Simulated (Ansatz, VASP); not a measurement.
**BeZn2S2O: VASP beside Ansatz**

```
CELL_PARAMETERS angstrom
-2.13883 2.13883 6.06969
2.13883 -2.13883 6.06969
2.13883 2.13883 -6.06969
ATOMIC_POSITIONS crystal
Be 0.00000 0.00000 0.00000
Zn 0.34615 0.34615 0.00000
Zn 0.65385 0.65385 0.00000
S 0.75000 0.25000 0.50000
S 0.25000 0.75000 0.50000
O 0.50000 0.50000 0.00000
```

Change from the starting cell: species swapped into the LaB2Pt2C type (I4/mmm, No. 139).

Alike in both runs: functional PBE; k mesh 6 × 6 × 6; occupations gaussian, width 0.1 eV; no spin polarisation.

Ansatz relaxed the structure, and its values are those at the end. VASP's run is a single point on that final structure, the one shown.

|  | VASP | Ansatz |
| --- | --- | --- |
| version | VASP 6.6.1 | Ansatz 0.2.0 |
| potentials or method | VASP PAW PBE potentials, release 64 (Be, Zn, S, O), cutoff 520 eV | scalar-relativistic, plane waves, PAW |
| valence electrons in the cell | 44 | 44 |

VASP gave:

```
gap on the k mesh at the Fermi level (eV) : none
pressure (GPa)                            : 0.4
rms of the force components (eV/Å)        : 0.030
```

Which values does Ansatz return?

gap on the k mesh at the Fermi level (eV): none; pressure (GPa): 0.1; rms of the force components (eV/Å): 0.002.

A gap of «none» marks a metal or a gap that the smearing closes.
